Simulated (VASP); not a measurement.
**Hg: single point with PBE**

Crystal: Hg.

```
Hg
1.0
     3.10061    0.00000    0.00000
     0.00000    3.10061    0.00000
     0.00000    0.00000    3.10061
Hg
1
Direct
  0.00000 0.00000 0.00000
```

```yaml
Program: VASP 6.6.1
Task: single point
Functional: PBE
Potentials_or_basis: VASP PAW PBE potentials, release 64 (Hg)
Cutoff: 500 eV
k_mesh: 12 × 12 × 12
Occupations: fermi-dirac, width 0.08 eV
Spin: no spin polarisation
Dipole_correction: no
Further_INCAR_settings: ALGO = Normal; EDIFF = 1e-06; NBANDS = 12
```

| Quantity | Value |
| --- | --- |
| Pressure | 0.1 GPa |
| Band gap on the k mesh | zero (band 6 reaches 4.94 eV, above the bottom of band 7 at -0.03 eV) |

Levels at points of the mesh, in eV from the Fermi level:
```csv
k point,band 4,band 5,band 6,band 7,band 8,band 9
"(0.00, 0.00, 0.00)",-5.91,-5.91,-5.91,9.48,9.48,9.48
"(0.50, 0.00, 0.00)",-6.44,-5.86,-2.96,-1.34,12.89,12.89
"(0.50, 0.50, 0.00)",-6.36,-5.41,0.15,1.56,1.56,7.03
"(0.50, 0.50, 0.50)",-5.37,-5.37,3.63,4.49,4.49,4.49
```

It took 19 s on 1 thread of Intel Xeon 8259CL, with other jobs on the host, peak memory 0.15 GiB.

Caveat: spin-orbit coupling is left out, which moves the levels of the heavy elements.
